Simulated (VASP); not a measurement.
# CdS (F-43m) in VASP: single point with HSE06

Aim: the single point of CdS with HSE06.

Program: VASP 6.6.1. These are calculated values, not measurements. Logs are shortened: lines on timing, memory, paths and dates and some standing lists are left out, and cuts for length are marked.

## Step 1: The cell of the first run

The structure is cubic, space group F-43m (No. 216). The conventional cell has a = 5.937 Å, b = 5.937 Å, c = 5.937 Å, α = 90.00°, β = 90.00°, γ = 90.00°. Cd (site symmetry -43m) has 4 S at 2.57 Å within 3.4 Å. S (site symmetry -43m) has 4 Cd at 2.57 Å within 3.4 Å.

## Step 2: Single point, HSE06 (strain +1.0%)

POSCAR

```
CdS
1.0
    0.0000000000      2.9686069915      2.9686069915
    2.9686069915      0.0000000000      2.9686069915
    2.9686069915      2.9686069915      0.0000000000
Cd S
1 1
Direct
    0.0000000000      0.0000000000      0.0000000000
    0.2500000000      0.2500000000      0.2500000000
```

INCAR.step1

```
ALGO = Normal ; EDIFF = 1E-5
ENCUT = 520 ; GGA = PE
ISIF = 2 ; ISMEAR = 0
LASPH = T ; LREAL = F
LWAVE = T ; NBANDS = 16
NELM = 100 ; PREC = Accurate
SIGMA = 0.01
```

INCAR.step2

```
ALGO = Normal ; EDIFF = 1E-6
ENCUT = 520 ; GGA = PE
HFSCREEN = 0.2079 ; ISIF = 2
ISMEAR = 0 ; ISTART = 1
LASPH = T ; LCHARG = T
LELF = T ; LHFCALC = T
LREAL = F ; LVHAR = T
LWAVE = F ; NBANDS = 16
NELM = 100 ; PREC = Accurate
PRECFOCK = Normal ; SIGMA = 0.01
```

KPOINTS

```
k-points
0
Gamma
  6 6 6
```

Potentials or basis: VASP PAW PBE potentials, release 64 (Cd, S).

Started as:

```
cat potpaw_PBE.64/Cd/POTCAR potpaw_PBE.64/S/POTCAR > POTCAR
cp INCAR.step1 INCAR
mpirun -np 1 vasp_std > vasp.out
cp INCAR.step2 INCAR
mpirun -np 1 vasp_std > vasp.out
```

OUTCAR:

```text
EDIFF = 1E-6
   ENCUT = 520
   GGA = PE
   HFSCREEN = 0.2079
   ISIF = 2
   ISMEAR = 0
   ISTART = 1
   LASPH = T
   LHFCALC = T
   LREAL = F
   NELM = 100
   PREC = Accurate
   PRECFOCK = Normal

 ion  position               nearest neighbor table
   1  0.000  0.000  0.000-   2 2.57   2 2.57   2 2.57   2 2.57
   2  0.250  0.250  0.250-   1 2.57   1 2.57   1 2.57   1 2.57

  LATTYP: Found a face centered cubic cell.
 ALAT       =     5.9372139830

  Lattice vectors:

 A1 = (   0.0000000000,   2.9686069915,   2.9686069915)
 A2 = (   2.9686069915,   0.0000000000,   2.9686069915)
 A3 = (   2.9686069915,   2.9686069915,   0.0000000000)

Analysis of symmetry for initial positions (statically):
=====================================================================
 Subroutine PRICEL returns:
 Original cell was already a primitive cell.

 Routine SETGRP: Setting up the symmetry group for a
 face centered cubic supercell.

 Subroutine GETGRP returns: Found 24 space group operations
 (whereof 24 operations were pure point group operations)
 out of a pool of 48 trial point group operations.

The static configuration has the point symmetry T_d .

Analysis of symmetry for dynamics (positions and initial velocities):
=====================================================================
 Subroutine PRICEL returns:
 Original cell was already a primitive cell.

 Routine SETGRP: Setting up the symmetry group for a
 face centered cubic supercell.

 Subroutine GETGRP returns: Found 24 space group operations
 (whereof 24 operations were pure point group operations)
 out of a pool of 48 trial point group operations.

The dynamic configuration has the point symmetry T_d .

 Subroutine INISYM returns: Found 24 space group operations
 (whereof 24 operations are pure point group operations),
 and found     1 'primitive' translations

----------------------------------------------------------------------------------------

                                     Primitive cell

  volume of cell :      52.3225

  direct lattice vectors                    reciprocal lattice vectors
     0.000000000  2.968606992  2.968606992    -0.168429166  0.168429166  0.168429166
     2.968606992  0.000000000  2.968606992     0.168429166 -0.168429166  0.168429166
     2.968606992  2.968606992  0.000000000     0.168429166  0.168429166 -0.168429166

  length of vectors
     4.198244269  4.198244269  4.198244269     0.291727873  0.291727873  0.291727873

  position of ions in fractional coordinates (direct lattice)
     0.000000000  0.000000000  0.000000000
     0.250000000  0.250000000  0.250000000

  ion indices of the primitive-cell ions
   primitive index   ion index
                 1           1
                 2           2

----------------------------------------------------------------------------------------

 KPOINTS: k-points

Automatic generation of k-mesh.
 Grid dimensions read from file:
 generate k-points for:    6    6    6

 Generating k-lattice:

  Cartesian coordinates                     Fractional coordinates (reciprocal lattice)
    -0.028071528  0.028071528  0.028071528     0.166666667  0.000000000  0.000000000
     0.028071528 -0.028071528  0.028071528     0.000000000  0.166666667  0.000000000
     0.028071528  0.028071528 -0.028071528     0.000000000  0.000000000  0.166666667

  Length of vectors
     0.048621312  0.048621312  0.048621312

  Shift w.r.t. Gamma in fractional coordinates (k-lattice)
     0.000000000  0.000000000  0.000000000

 Subroutine IBZKPT returns following result:
 ===========================================

 Found     16 irreducible k-points:

 Following reciprocal coordinates:
            Coordinates               Weight
  0.000000  0.000000  0.000000      1.000000
  0.166667  0.000000  0.000000      8.000000
  0.333333  0.000000  0.000000      8.000000
  0.500000  0.000000  0.000000      4.000000
  0.166667  0.166667  0.000000      6.000000
  0.333333  0.166667  0.000000     24.000000
[... 8 lines left out ...]
 -0.333333  0.333333  0.166667     24.000000
 -0.333333  0.500000  0.166667     12.000000
   k-points           NKPTS =     16   k-points in BZ     NKDIM =    216   number of bands    NBANDS=     16
   number of dos      NEDOS =    301   number of ions     NIONS =      2
   total plane-waves  NPLWV =  32768
   dimension x,y,z NGX =    32 NGY =   32 NGZ =   32
   dimension x,y,z NGXF=    64 NGYF=   64 NGZF=   64
   ions per type =               1   1
   NGX,Y,Z   is equivalent  to a cutoff of  12.67, 12.67, 12.67 a.u.
   NGXF,Y,Z  is equivalent  to a cutoff of  25.34, 25.34, 25.34 a.u.
 SYSTEM =  unknown system
   PREC   = accura    normal or accurate (medium, high low for compatibility)
   ISTART =      1    job   : 0-new  1-cont  2-samecut
   ICHARG =      0    charge: 1-file 2-atom 10-const
   ISPIN  =      1    spin polarized calculation?
   LNONCOLLINEAR =      F non collinear calculations
   LSORBIT =      F    spin-orbit coupling
   LASPH  =      T    aspherical Exc in radial PAW
   ENCUT  =  520.0 eV  38.22 Ry    6.18 a.u.   7.81  7.81  7.81*2*pi/ulx,y,z
   NELM   =    100;   NELMIN=  2; NELMDL=  0     # of ELM steps
   EDIFF  = 0.1E-05   stopping-criterion for ELM
   LREAL  =      F    real-space projection
   EDIFFG = 0.1E-04   stopping-criterion for IOM
   NSW    =      0    number of steps for IOM
   IBRION =     -1    ionic relax: 0-MD 1-quasi-New 2-CG
   NFREE  =      0    steps in history (QN), initial steepest desc. (CG)
   ISIF   =      2    stress and relaxation
   ISYM   =      3    0-nonsym 1-usesym 2-fastsym
   POTIM  = 0.5000    time-step for ionic-motion
   TEBEG  =    0.0;   TEEND  =   0.0 temperature during run
   PSTRESS=    0.0 pullay stress
   NELECT =      18.0000    total number of electrons
   NUPDOWN=      -1.0000    fix difference up-down
   EMIN   =  10.00;   EMAX   =-10.00  energy-range for DOS
   EFERMI =   0.00;   METHOD = LEGACY
   ISMEAR =     0;   SIGMA  =   0.01  broadening in eV -4-tet -1-fermi 0-gaus
   EFERMI_NEDOS =   21; number of points for ismear=-14 and -15
   IALGO  =     38    algorithm
   IMIX   =      1    mixing-type and parameters
     AMIX     =   0.40;   BMIX     =  1.00
     AMIX_MAG =   1.60;   BMIX_MAG =  1.00
  volume/ion in A,a.u.               =      26.16       176.54
  Fermi-wavevector in a.u.,A,eV,Ry     =   1.147104  2.167713 17.903207  1.315849
  Thomas-Fermi vector in A             =   2.283786
   LORBIT       =      0    0 simple, 1 ext, 2 COOP (PROOUT), +10 PAW based schemes
   GGA     = PE    functional components
   LHFCALC =     T    Hartree Fock is set to
   PRECFOCK=normal    Normal, Fast or Accurate (Low or Medium for compatibility)
   ENCUT4O =  -1.0   cutoff for four orbital integrals eV
   NKREDX  =     1    reduce k-point grid by
   NKREDY  =     1    reduce k-point grid by
   NKREDZ  =     1    reduce k-point grid by
   AEXX    =    0.2500 exact exchange contribution
   HFSCREEN=    0.2079 screening length (either q_TF or 0.3 A-1)
   HFSCREENC=   0.2079 screening length for correlation (either q_TF or 0.3 A-1)
   ENCUTFOCK=  -1.0 apply spherical cutoff to Coloumb kernel
   IVDW    =     0    specifies the selected vdW correction
   LEPSILON=     F    determine dielectric tensor
   LRPA    =     F    only Hartree local field effects (RPA)
 non-spin polarized calculation
 Gauss-broadening in eV      SIGMA  =   0.01
  energy-cutoff  :      520.00
  volume of cell :       52.32
 maximum number of plane-waves:      1420
  NGX = 24; NGY = 24; NGZ = 24

 number of electron      18.0000000 magnetization

 Free energy of the ion-electron system (eV)
  ---------------------------------------------------
  ext. energy  EPLUGINS =         0.00000000
  ---------------------------------------------------
  free energy    TOTEN  =        -7.61718217 eV

  energy without entropy =       -7.61718217  energy(sigma->0) =       -7.61718217

 E-fermi :   0.3273     XC(G=0):  -7.3991

 val. band max:        0.2333134487   @ k =   0.0000   0.0000   0.0000
 cond. band min:       2.2662113288   @ k =   0.0000   0.0000   0.0000
 fundamental gap:      2.0328978801
 Fermi energy:         0.3273419048

 k-point     1 :       0.0000    0.0000    0.0000
  band No.  band energies     occupation
      1     -13.0004      2.00000
      2      -8.4631      2.00000
      3      -8.4631      2.00000
      4      -8.4631      2.00000
      5      -8.0490      2.00000
      6      -8.0490      2.00000
[... 8 lines left out ...]
     15      12.9199      0.00000
     16      12.9199      0.00000

 k-point     2 :       0.1667    0.0000    0.0000
  band No.  band energies     occupation
      1     -12.8990      2.00000
      2      -8.4307      2.00000
      3      -8.4307      2.00000
      4      -8.3555      2.00000
      5      -8.0496      2.00000
      6      -8.0496      2.00000
[... 8 lines left out ...]
     15      12.0691      0.00000
     16      13.0695      0.00000

 k-point     3 :       0.3333    0.0000    0.0000
  band No.  band energies     occupation
      1     -12.6975      2.00000
      2      -8.3770      2.00000
      3      -8.3770      2.00000
      4      -8.0362      2.00000
      5      -8.0362      2.00000
      6      -7.9980      2.00000
[... 8 lines left out ...]
     15      12.5183      0.00000
     16      12.5183      0.00000

 k-point     4 :       0.5000    0.0000    0.0000
  band No.  band energies     occupation
      1     -12.5987      2.00000
      2      -8.3580      2.00000
      3      -8.3580      2.00000
      4      -8.0200      2.00000
      5      -8.0200      2.00000
      6      -7.6800      2.00000
[... 8 lines left out ...]
     15      14.0625      0.00000
     16      14.0625      0.00000

 k-point     5 :       0.1667    0.1667    0.0000
  band No.  band energies     occupation
      1     -12.8657      2.00000
      2      -8.3972      2.00000
      3      -8.3972      2.00000
      4      -8.3671      2.00000
      5      -8.0678      2.00000
      6      -8.0316      2.00000
[... 8 lines left out ...]
     15      13.1257      0.00000
     16      14.6689      0.00000

 k-point     6 :       0.3333    0.1667    0.0000
  band No.  band energies     occupation
      1     -12.6990      2.00000
      2      -8.3583      2.00000
      3      -8.3342      2.00000
      4      -8.1606      2.00000
      5      -8.0160      2.00000
      6      -8.0046      2.00000
[... 8 lines left out ...]
     15      13.3478      0.00000
     16      14.2528      0.00000
[... 115 lines left out ...]
 k-point    13 :       0.5000    0.5000    0.0000
  band No.  band energies     occupation
      1     -12.4762      2.00000
      2      -8.2446      2.00000
      3      -8.1696      2.00000
      4      -8.1696      2.00000
      5      -7.9789      2.00000
      6      -7.5993      2.00000
[... 8 lines left out ...]
     15      13.9677      0.00000
     16      15.0102      0.00000

 k-point    14 :       0.5000    0.3333    0.1667
  band No.  band energies     occupation
      1     -12.5703      2.00000
      2      -8.3002      2.00000
      3      -8.2874      2.00000
      4      -8.1214      2.00000
      5      -8.0166      2.00000
      6      -7.7374      2.00000
[... 8 lines left out ...]
     15      14.3992      0.00000
     16      14.7574      0.00000

 k-point    15 :      -0.3333    0.3333    0.1667
  band No.  band energies     occupation
      1     -12.5080      2.00000
      2      -8.2926      2.00000
      3      -8.2585      2.00000
      4      -8.0840      2.00000
      5      -8.0330      2.00000
      6      -7.5156      2.00000
[... 8 lines left out ...]
     15      13.8513      0.00000
     16      14.8388      0.00000

 k-point    16 :      -0.3333    0.5000    0.1667
  band No.  band energies     occupation
      1     -12.4775      2.00000
      2      -8.2480      2.00000
      3      -8.2351      2.00000
      4      -8.1172      2.00000
      5      -8.0141      2.00000
      6      -7.4855      2.00000
[... 8 lines left out ...]
     15      14.6955      0.00000
     16      14.7556      0.00000

------------------------ aborting loop because EDIFF is reached ----------------------------------------

  FORCE on cell =-STRESS in cart. coord.  units (eV):
  Direction    XX          YY          ZZ          XY          YZ          ZX
  --------------------------------------------------------------------------------------
  -------------------------------------------------------------------------------------
  Total       -0.3982564     -0.3982564     -0.3982564      0.0000000      0.0000000      0.0000000
  in kB      -12.1950961    -12.1950961    -12.1950961      0.0000000      0.0000000      0.0000000
  external PRESSURE =     -12.1950961 kB  Pullay stress =       0.0000000 kB

 VOLUME and BASIS-vectors are now :
 -----------------------------------------------------------------------------
  energy-cutoff  :      520.00
  volume of cell :       52.32
      direct lattice vectors                 reciprocal lattice vectors
     0.000000000  2.968606992  2.968606992    -0.168429166  0.168429166  0.168429166
     2.968606992  0.000000000  2.968606992     0.168429166 -0.168429166  0.168429166
     2.968606992  2.968606992  0.000000000     0.168429166  0.168429166 -0.168429166

 POSITION                                       TOTAL-FORCE (eV/Angst)
 -----------------------------------------------------------------------------------
      0.00000      0.00000      0.00000         0.000000      0.000000      0.000000
      1.48430      1.48430      1.48430        -0.000000     -0.000000     -0.000000
 -----------------------------------------------------------------------------------
    total drift:                                0.000062      0.000055      0.000039

  FREE ENERGIE OF THE ION-ELECTRON SYSTEM (eV)
  ---------------------------------------------------
  free  energy   TOTEN  =        -7.6171821683 eV

  energy  without entropy=       -7.6171821683  energy(sigma->0) =       -7.61718217
```

Wall time 18 min (1 thread of Intel Xeon 6975P-C (Granite Rapids), shared host); peak memory 0.3 GiB.

Results:

- Free energy: -7.6172 eV
- Pressure: -1.2 GPa
- Band gap on the k mesh: 2.03 eV, direct

Caveat: the cell differs from its parent crystal (strain +1.0%); the PAW data sets were made with another functional, which shifts forces and pressure a little.
